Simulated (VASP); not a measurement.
# CuAu (P4/mmm) in VASP: a series of runs

The runs below take CuAu through relaxation of cell and atoms, with PBEsol.

Everything below comes from runs of VASP 6.6.1. Logs are shortened: lines on timing, memory, paths and dates and some standing lists are left out, and cuts for length are marked.

### 1 The cell of the first run

The structure is tetragonal, space group P4/mmm (No. 123). Conventional cell: a = 2.811 Å, b = 2.811 Å, c = 3.685 Å, α = 90.00°, β = 90.00°, γ = 90.00°. Au (site symmetry 4/mmm) has 8 Cu at 2.71 Å and 6 Au at 2.81 to 3.69 Å within 3.7 Å. Cu (site symmetry 4/mmm) has 8 Au at 2.71 Å and 6 Cu at 2.81 to 3.69 Å within 3.7 Å.

### 2 Relaxation of cell and atoms, PBEsol, target pressure 5 GPa, at which the enthalpy is minimised

The input, INCAR:

```
PREC     = Accurate       # precision mode
ENCUT    = 600            # plane-wave cutoff, eV
EDIFF    = 1E-7           # SCF threshold, eV
ISMEAR   = -1             # smearing method
SIGMA    = 0.05           # smearing width, eV
LREAL    = F              # projectors in reciprocal space
LASPH    = T              # aspherical terms in the spheres
NELM     = 80             # most SCF steps
ALGO     = Normal         # electronic algorithm
ISIF     = 3              # what is computed and relaxed
LWAVE    = F              # write WAVECAR
LCHARG   = F              # write CHGCAR
GGA      = PS             # functional
IBRION   = 2              # ionic algorithm
NSW      = 80             # ionic steps
EDIFFG   = -0.02          # ionic threshold
PSTRESS  = 50.0
```

The input, KPOINTS:

```
regular mesh
0
Gamma
  9 9 7
```

The input, POSCAR:

```
CuAu
1.0
    2.8107494552      0.0000000000      0.0000000000
    0.0000000000      2.8107494552      0.0000000000
    0.0000000000      0.0000000000      3.6850000000
Au Cu
1 1
Direct
    0.0000000000      0.0000000000      0.0000000000
    0.5000000000      0.5000000000      0.5000000000
```

Potentials or basis: VASP PAW PBE potentials, release 64 (Au, Cu).

On the command line:

```
$ cat potpaw_PBE.64/Au/POTCAR potpaw_PBE.64/Cu/POTCAR > POTCAR
$ mpirun -np 1 vasp_std > vasp.out
```

OUTCAR:

```text
PREC = Accurate
   ENCUT = 600
   EDIFF = 1E-7
   ISMEAR = -1
   LREAL = F
   LASPH = T
   NELM = 80
   ISIF = 3
   GGA = PS
   IBRION = 2
   NSW = 80
   EDIFFG = -0.02
   PSTRESS = 50.0

 ion  position               nearest neighbor table
   1  0.000  0.000  0.000-   2 2.71   2 2.71   2 2.71   2 2.71   2 2.71   2 2.71   2 2.71   2 2.71

   2  0.500  0.500  0.500-   1 2.71   1 2.71   1 2.71   1 2.71   1 2.71   1 2.71   1 2.71   1 2.71

  LATTYP: Found a simple tetragonal cell.
 ALAT       =     2.8107494552
 C/A-ratio  =     1.3110382333

  Lattice vectors:

 A1 = (   2.8107494552,   0.0000000000,   0.0000000000)
 A2 = (   0.0000000000,   2.8107494552,   0.0000000000)
 A3 = (   0.0000000000,   0.0000000000,   3.6850000000)

Analysis of symmetry for initial positions (statically):
=====================================================================
 Subroutine PRICEL returns:
 Original cell was already a primitive cell.

 Routine SETGRP: Setting up the symmetry group for a
 simple tetragonal supercell.

 Subroutine GETGRP returns: Found 16 space group operations
 (whereof 16 operations were pure point group operations)
 out of a pool of 16 trial point group operations.

The static configuration has the point symmetry D_4h.

Analysis of symmetry for dynamics (positions and initial velocities):
=====================================================================
 Subroutine PRICEL returns:
 Original cell was already a primitive cell.

 Routine SETGRP: Setting up the symmetry group for a
 simple tetragonal supercell.

 Subroutine GETGRP returns: Found 16 space group operations
 (whereof 16 operations were pure point group operations)
 out of a pool of 16 trial point group operations.

The dynamic configuration has the point symmetry D_4h.

 Subroutine INISYM returns: Found 16 space group operations
 (whereof 16 operations are pure point group operations),
 and found     1 'primitive' translations

----------------------------------------------------------------------------------------

                                     Primitive cell

  volume of cell :      29.1127

  direct lattice vectors                    reciprocal lattice vectors
     2.810749455  0.000000000  0.000000000     0.355776997  0.000000000  0.000000000
     0.000000000  2.810749455  0.000000000     0.000000000  0.355776997  0.000000000
     0.000000000  0.000000000  3.685000000     0.000000000  0.000000000  0.271370421

  length of vectors
     2.810749455  2.810749455  3.685000000     0.355776997  0.355776997  0.271370421

  position of ions in fractional coordinates (direct lattice)
[... 93 lines left out ...]
   EFERMI =   0.00;   METHOD = LEGACY
   ISMEAR =    -1;   SIGMA  =   0.05  broadening in eV -4-tet -1-fermi 0-gaus
   EFERMI_NEDOS =   21; number of points for ismear=-14 and -15
   IALGO  =     38    algorithm
   IMIX   =      4    mixing-type and parameters
     AMIX     =   0.40;   BMIX     =  1.00
     AMIX_MAG =   1.60;   BMIX_MAG =  1.00
  volume/ion in A,a.u.               =      14.56        98.23
  Fermi-wavevector in a.u.,A,eV,Ry     =   1.491152  2.817868 30.253005  2.223533
  Thomas-Fermi vector in A             =   2.603843
   LORBIT       =      0    0 simple, 1 ext, 2 COOP (PROOUT), +10 PAW based schemes
   GGA     = PS    functional components
   LHFCALC =     F    Hartree Fock is set to
   AEXX    =    0.0000 exact exchange contribution
   IVDW    =     0    specifies the selected vdW correction
   LEPSILON=     F    determine dielectric tensor
   LRPA    =     F    only Hartree local field effects (RPA)
 conjugate gradient relaxation of ions
 non-spin polarized calculation
  energy-cutoff  :      600.00
  volume of cell :       29.11
 maximum number of plane-waves:       991
 NGX is ok and might be reduce to    24
   NGX = 11   NGY = 11   NGZ = 15

--------------------------------------- Ionic step        1  -------------------------------------------

 number of electron      22.0000014 magnetization

 Free energy of the ion-electron system (eV)
  ---------------------------------------------------
  ext. energy  EPLUGINS =         0.00000000
  ---------------------------------------------------
  free energy    TOTEN  =        -8.36544984 eV

  energy without entropy =       -8.36163764  energy(sigma->0) =       -8.36354374

------------------------ aborting loop because EDIFF is reached ----------------------------------------

  FORCE on cell =-STRESS in cart. coord.  units (eV):
  Direction    XX          YY          ZZ          XY          YZ          ZX
  --------------------------------------------------------------------------------------
  -------------------------------------------------------------------------------------
  Total       -0.6742033     -0.6742033     -0.7207738      0.0000000     -0.0000000      0.0000000
  in kB      -37.1039110    -37.1039110    -39.6668608      0.0000000     -0.0000000      0.0000000
  external PRESSURE =     -87.9582276 kB  Pullay stress =      50.0000000 kB
[... 25 lines left out ...]
--------------------------------------- Ionic step        2  -------------------------------------------

 number of electron      21.9999992 magnetization

 E-fermi :  10.3935     XC(G=0): -13.5385

 val. band max:       10.3432501433   @ k =   0.1111   0.1111   0.2857
 cond. band min:      10.4075289157   @ k =   0.3333   0.1111   0.4286
 fundamental gap:      0.0642787725
 Fermi energy:        10.3935487992

 k-point     1 :       0.0000    0.0000    0.0000
  band No.  band energies     occupation
      1      -0.5850      2.00000
      2       2.7922      2.00000
      3       2.9531      2.00000
      4       5.8446      2.00000
      5       5.8446      2.00000
      6       7.1542      2.00000
      7       7.1615      2.00000
      8       8.0346      2.00000
      9       8.5950      2.00000
     10       8.8727      2.00000
     11       8.8727      2.00000
     12      12.3271      0.00000
     13      19.5862      0.00000
     14      20.8566      0.00000
[... 566 lines left out ...]
--------------------------------------- Ionic step        6  -------------------------------------------

 number of electron      22.0000001 magnetization

 Free energy of the ion-electron system (eV)
  ---------------------------------------------------
  ext. energy  EPLUGINS =         0.00000000
  ---------------------------------------------------
  free energy    TOTEN  =        -8.36212847 eV

  energy without entropy =       -8.35864464  energy(sigma->0) =       -8.36038656

 E-fermi :   9.3222     XC(G=0): -13.1390

 val. band max:        9.2959473310   @ k =   0.1111   0.1111   0.2857
 cond. band min:       9.3347443985   @ k =   0.3333   0.1111   0.4286
 fundamental gap:      0.0387970675
 Fermi energy:         9.3222375290

 k-point     1 :       0.0000    0.0000    0.0000
  band No.  band energies     occupation
      1      -0.9902      2.00000
      2       2.3195      2.00000
      3       2.4733      2.00000
      4       5.0436      2.00000
      5       5.0436      2.00000
      6       6.1806      2.00000
      7       6.3563      2.00000
      8       7.1173      2.00000
      9       7.5875      2.00000
     10       7.8326      2.00000
     11       7.8326      2.00000
     12      11.4863      0.00000
     13      18.0367      0.00000
     14      19.3598      0.00000
[... 448 lines left out ...]
  energy  without entropy=       -8.3586446438  energy(sigma->0) =       -8.36038656

  enthalpy is  TOTEN    =        -7.4990837770 eV   P V=        0.8630446903

 reached required accuracy - stopping structural energy minimisation
```

OSZICAR:

```text
N       E                     dE             d eps       ncg     rms          rms(c)
DAV:   1     0.141374869825E+03    0.14137E+03   -0.12311E+04  1872   0.232E+03
[... 57 lines left out ...]
DAV:   1    -0.836718271368E+01   -0.49233E-02   -0.25528E-01  2003   0.482E+00    0.462E-01
DAV:   2    -0.836376985936E+01    0.34129E-02   -0.38012E-03  2600   0.142E+00    0.267E-01
DAV:   3    -0.836237499095E+01    0.13949E-02   -0.26705E-03  2622   0.164E+00    0.132E-01
DAV:   4    -0.836213437058E+01    0.24062E-03   -0.14117E-03  2239   0.137E+00    0.396E-02
DAV:   5    -0.836212870250E+01    0.56681E-05   -0.74835E-05  2707   0.239E-01    0.212E-02
DAV:   6    -0.836212859003E+01    0.11247E-06   -0.48741E-06  2662   0.359E-02    0.238E-03
DAV:   7    -0.836212846584E+01    0.12419E-06   -0.83642E-07  2262   0.284E-02    0.168E-03
DAV:   8    -0.836212846730E+01   -0.14579E-08   -0.44176E-08  1040   0.636E-03
   6 F= -.74990838E+01 E0= -.74973419E+01  d E =-.487675E-03
```

Run time: 73 s. Hardware: 1 thread of Intel Xeon Platinum 8488C (Sapphire Rapids), shared host; peak memory 0.18 GiB.

Results:

| Quantity | Value |
| --- | --- |
| Free energy | -8.3621 eV |
| Relaxed volume | 13.83 Å³/atom |
| Relaxed cell | a = 2.774 Å, b = 2.774 Å, c = 3.594 Å, α = 90.00°, β = 90.00°, γ = 90.00° |
| Space group after relaxing (to 0.1 Å) | P4/mmm (No. 123) |
| Energy change on relaxing (the run minimises the enthalpy) | +1.7 meV/atom |
| Ionic steps | 6 |
| Pressure after relaxing | 5.1 GPa |
| Band gap on the k mesh | zero (bands 11 and 12 overlap by 5.63 eV) |

Step by step:
| step | energy change (eV) | largest force (eV/Å) | pressure (GPa) | volume (Å³) |
| --- | --- | --- | --- | --- |
| 1 | 0.0000 | 0.0000 | -3.80 | 29.11 |
| 2 | 0.1434 | 0.0000 | 21.05 | 25.87 |
| 3 | 0.0025 | 0.0000 | 4.89 | 27.70 |
| 4 | 0.0033 | 0.0000 | 5.05 | 27.67 |
| 5 | 0.0032 | 0.0000 | 5.10 | 27.67 |
| 6 | 0.0033 | 0.0000 | 5.08 | 27.66 |

Final structure:
```xyz
2
Lattice="2.7739 0.0000 0.0000 0.0000 2.7739 0.0000 0.0000 0.0000 3.5941" Properties=species:S:1:pos:R:3 pbc="T T T"
Au    0.0000    0.0000    0.0000
Cu    1.3870    1.3870    1.7970
```

Caveat: the cell is relaxed towards a set pressure, so the run minimises the enthalpy, not the energy; the PAW data sets were made with another functional, which shifts forces and pressure a little; spin-orbit coupling is left out, which moves the levels of the heavy elements.

### 3 Relaxation of cell and atoms, PBEsol, target pressure 10 GPa, at which the enthalpy is minimised

The input, INCAR:

```
SYSTEM = CuAu
ALGO     = Normal         ! electronic algorithm
EDIFF    = 1E-6           ! SCF threshold, eV
EDIFFG   = -0.02          ! ionic threshold
ENCUT    = 600            ! plane-wave cutoff, eV
GGA      = PS             ! functional
IBRION   = 2              ! ionic algorithm
ISIF     = 3              ! what is computed and relaxed
ISMEAR   = -1             ! smearing method
LASPH    = .True.         ! aspherical terms in the spheres
LCHARG   = .False.        ! write CHGCAR
LREAL    = .False.        ! projectors in reciprocal space
LWAVE    = .False.        ! write WAVECAR
NELM     = 100            ! most SCF steps
NSW      = 80             ! ionic steps
PREC     = Accurate       ! precision mode
PSTRESS  = 100.0        
SIGMA    = 0.05           ! smearing width, eV
```

The input, KPOINTS:

```
k-points
0
Gamma
  9 9 7
  0 0 0
```

POSCAR is that of step 2.

Potentials or basis: VASP PAW PBE potentials, release 64 (Au, Cu).

On the command line:

```
$ cat potpaw_PBE.64/Au/POTCAR potpaw_PBE.64/Cu/POTCAR > POTCAR
$ mpirun -np 1 vasp_std > vasp.out
```

It took 87 s on 1 thread of Intel Xeon Platinum 8488C (Sapphire Rapids), shared host; peak memory 0.18 GiB.

Results (log left out):

```yaml
Free_energy: -8.3323 eV
Relaxed_volume: 13.51 Å³/atom
Relaxed_cell: a = 2.754 Å, b = 2.754 Å, c = 3.562 Å, α = 90.00°, β = 90.00°, γ = 90.00°
Space_group_after_relaxing_to_0.1_Å: P4/mmm (No. 123)
Energy_change_on_relaxing_the_run_minimises_the_enthalpy: +16.6 meV/atom
Ionic_steps: 9
Pressure_after_relaxing: 10.0 GPa
Band_gap_on_the_k_mesh: zero (bands 11 and 12 overlap by 5.75 eV)
```

The path:
```csv
step,energy change (eV),largest force (eV/Å),pressure (GPa),volume (Å³)
1,0.0000,0.0000,-3.83,29.11
2,0.4882,0.0000,44.02,24.13
3,0.0293,0.0000,9.47,27.09
4,0.0326,0.0000,9.94,27.04
5,0.0351,0.0000,10.21,27.00
6,0.0350,0.0000,10.36,26.99
7,0.0354,0.0000,10.39,26.98
8,0.0263,0.0000,9.13,27.13
9,0.0331,0.0000,9.96,27.02
```

Final structure:
```
CELL_PARAMETERS angstrom
2.75399 0.00000 0.00000
0.00000 2.75399 0.00000
0.00000 0.00000 3.56218
ATOMIC_POSITIONS crystal
Au 0.00000 0.00000 0.00000
Cu 0.50000 0.50000 0.50000
```

Levels at points of the mesh, in eV from the Fermi level:
```
           k point  band 7  band 8  band 9  band 10  band 11  band 12  band 13  band 14  band 15
(0.00, 0.00, 0.00)   -3.06   -2.26   -1.77    -1.52    -1.52     2.15     8.97    10.10    10.10
```

Caveat: the cell is relaxed towards a set pressure, so the run minimises the enthalpy, not the energy; the PAW data sets were made with another functional, which shifts forces and pressure a little; spin-orbit coupling is left out, which moves the levels of the heavy elements.

The gap in the log of VASP goes by the Fermi energy; the results here count the filled bands.